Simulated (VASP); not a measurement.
A run of VASP 6.6.1 is set up as follows.

Contents of INCAR:

```
SYSTEM = BaTiO3
  PREC = Accurate
  ENCUT = 1340
  EDIFF = 1E-6
  ISMEAR = 0
  SIGMA = 0.05
  LREAL = .False.
  LASPH = .True.
  NELM = 120
  ALGO = Normal
  ISIF = 2
  LWAVE = .False.
  LCHARG = .False.
  GGA = PE
  NBANDS = 28
  GGA_COMPAT = .False.
```

Contents of KPOINTS:

```
Automatic mesh
0
Gamma
  8 8 6
  0 0 0
```

The input POSCAR:

```
BaTiO3
1.0
    4.0451339662      0.0000000000      0.0000000000
    0.0000000000      4.0451339662      0.0000000000
    0.0000000000      0.0000000000      4.0757530286
Ba Ti O
1 1 3
Direct
    0.0000000000      0.0000000000      0.9863187693
    0.5000000000      0.5000000000      0.4690806688
    0.5000000000      0.5000000000      0.0378497747
    0.5000000000      0.0000000000      0.5173753936
    0.0000000000      0.5000000000      0.5173753936
```

Potentials or basis: VASP PAW PBE potentials, release 64 (Ba_sv, Ti_sv, O_h).

Launch:

```console
$ cat potpaw_PBE.64/Ba_sv/POTCAR potpaw_PBE.64/Ti_sv/POTCAR potpaw_PBE.64/O_h/POTCAR > POTCAR
$ mpirun -np 1 vasp_std > vasp.out
```

(1) What does it give for the largest force?

(2) Predict the band gap on the k mesh.

Results:

(1) 0.952 eV/Å.

(2) 1.82 eV (least direct gap 2.30 eV).

Caveat: the cell differs from its parent crystal (strain +0.015 along x and y, -0.030 along z); spin-orbit coupling is left out, which moves the levels of the heavy elements.
